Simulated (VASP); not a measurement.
Write the native input for VASP 6.6.1 that does the following.

| Quantity | Value |
| --- | --- |
| Task | single point |
| Functional | LDA |
| Potentials or basis | VASP PAW LDA potentials, release 64 (Si, O) |
| Cutoff | 520 eV |
| k mesh | 6 × 6 × 4 |
| Occupations | gaussian, width 0.05 eV |
| Spin | no spin polarisation |
| Dipole correction | no |
| Further INCAR settings | ALGO = Normal; EDIFF = 1e-06; NBANDS = 34 |

The structure of SiO2 lies in POSCAR:

```
SiO2
1.0
    5.0386983903      0.0000000000      0.0000000000
   -2.5193491952      4.3636408080      0.0000000000
    0.0000000000      0.0000000000      5.6906006435
Si O
3 6
Direct
    0.0000000000      0.5000000000      0.3333333333
    0.5000000000      0.5000000000      0.6666666667
    0.5000000000      0.0000000000      0.0000000000
    0.5843949021      0.7921974511      0.8333333333
    0.7921974511      0.5843949021      0.5000000000
    0.7921974511      0.2078025489      0.1666666667
    0.4156050979      0.2078025489      0.8333333333
    0.2078025489      0.4156050979      0.5000000000
    0.2078025489      0.7921974511      0.1666666667
```

This cell differs from its parent crystal: strain +0.000 along x and y, +0.030 along z.

These files were run (other wordings do the same):

INCAR

```
  PREC = Accurate
  ENCUT = 520
  EDIFF = 1E-6
  ISMEAR = 0
  SIGMA = 0.05
  LREAL = False
  LASPH = True
  NELM = 80
  ALGO = Normal
  ISIF = 2
  LWAVE = False
  LCHARG = False
  GGA = CA
  NBANDS = 34
```

KPOINTS

```
regular mesh
0
Gamma
  6 6 4
```

Potentials or basis: VASP PAW LDA potentials, release 64 (Si, O).

The run is started by

```sh
$ cat potpaw_LDA.64/Si/POTCAR potpaw_LDA.64/O/POTCAR > POTCAR
$ mpirun -np 1 vasp_std > vasp.out
```

Results of the run:

```
Pressure               : -4.8 GPa
Largest force          : 0.186 eV/Å
Band gap on the k mesh : 5.29 eV (least direct gap 5.43 eV)
```

Caveat: the cell differs from its parent crystal (strain +0.000 along x and y, +0.030 along z); the cell stands under tension.

Wall time 38 s on 1 thread of Intel(R) Xeon(R) 6975P-C (Granite Rapids) (shared host), peak memory 0.22 GiB.
